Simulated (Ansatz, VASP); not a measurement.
# C: VASP beside Ansatz

Contents of INCAR:

```
ALGO = Normal
EDIFF = 1E-6
ENCUT = 600
GGA = PE
GGA_COMPAT = F
ISIF = 2
ISMEAR = 0
LASPH = T
LCHARG = F
LREAL = F
LWAVE = F
NBANDS = 11
NELM = 120
PREC = Accurate
SIGMA = 0.02
```

The input KPOINTS:

```
k-points
0
Gamma
  12 12 12
```

File POSCAR:

```
C
1.0
    0.0000000000      1.7857114804      1.7857114804
    1.7857114804      0.0000000000      1.7857114804
    1.7857114804      1.7857114804      0.0000000000
C
2
Direct
    0.0000000000      0.0000000000      0.0000000000
    0.2500000000      0.2500000000      0.2500000000
```

Input for Ansatz:

```yaml
crystal:
  lattice:
    - [0.0, 1.7857114804, 1.7857114804]
    - [1.7857114804, 0.0, 1.7857114804]
    - [1.7857114804, 1.7857114804, 0.0]
  atoms:
    - { symbol: C, position: [0.0, 0.0, 0.0] }
    - { symbol: C, position: [0.25, 0.25, 0.25] }
basis: {}
kpoints:
  mp_grid: { grid: [12, 12, 12] }
  band_path:
    path:
      - [[0.0, 0.0, 0.0], [0.5, 0.0, 0.5], [0.625, 0.25, 0.625]]
      - [[0.375, 0.375, 0.75], [0.0, 0.0, 0.0], [0.5, 0.5, 0.5], [0.5, 0.25, 0.75], [0.5, 0.0, 0.5]]
    npoints: 10
hamiltonian:
  xc: pbe
  pseudopotentials: { kind: nc }
scf:
  occupations: { method: gaussian, width: 0.02 }
  n_extra_bands: 7
output:
  forces: true
  stress: true
  eigenvalues: true
```

Alike in both runs: task single point; functional PBE; k mesh 12 × 12 × 12; occupations gaussian, width 0.02 eV; no spin polarisation.

```csv
,VASP,Ansatz
version,VASP 6.6.1,Ansatz 0.2.0
potentials or method,"VASP PAW PBE potentials, release 64 (C)","scalar-relativistic, plane waves, norm-conserving pseudopotentials"
plane-wave cutoff (eV),600,1116
valence electrons in the cell,8,8
```

Ansatz gave:

```
gap on the k mesh at the Fermi level (eV) : 4.16
least direct gap on the mesh (eV)         : 5.60
pressure (GPa)                            : 0.0
```

**Question.** Estimate VASP's values.

**Answer.** gap on the k mesh at the Fermi level (eV): 4.14; least direct gap on the mesh (eV): 5.58; pressure (GPa): 0.1.
